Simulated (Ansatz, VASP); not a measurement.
**Two plane-wave programs on ZnO**

```xyz
4
Lattice="3.2494 0.0000 0.0000 -1.6247 2.8141 0.0000 0.0000 0.0000 5.2038" Properties=species:S:1:pos:R:3 pbc="T T T"
Zn    0.0000    1.8760    0.0000
Zn    1.6247    0.9380    2.6019
O     0.0000    1.8760    1.9931
O     1.6247    0.9380    4.5950
```

Alike in both runs: task single point; functional PBE; k mesh 7 × 7 × 4; occupations fermi-dirac, width 0.05 eV; no spin polarisation.

```csv
,VASP,Ansatz
version,VASP 6.6.1,Ansatz 0.2.0
potentials or method,"VASP PAW PBE potentials, release 64 (Zn, O), cutoff 520 eV","PAW, plane waves, scalar-relativistic"
valence electrons in the cell,36,36
```

Ansatz gave:

```
pressure (GPa)                                                : 4.9
traceless stress, the component that is largest in VASP (GPa) : -0.08
rms of the force components (eV/Å)                            : 0.034
```

Q: What did VASP give for the same quantities?

A: Pressure (GPa): 6.0; traceless stress, the component that is largest in VASP (GPa): -0.13; rms of the force components (eV/Å): 0.036.

Atom by atom the forces differ by 0.002 eV/Å (rms over components).
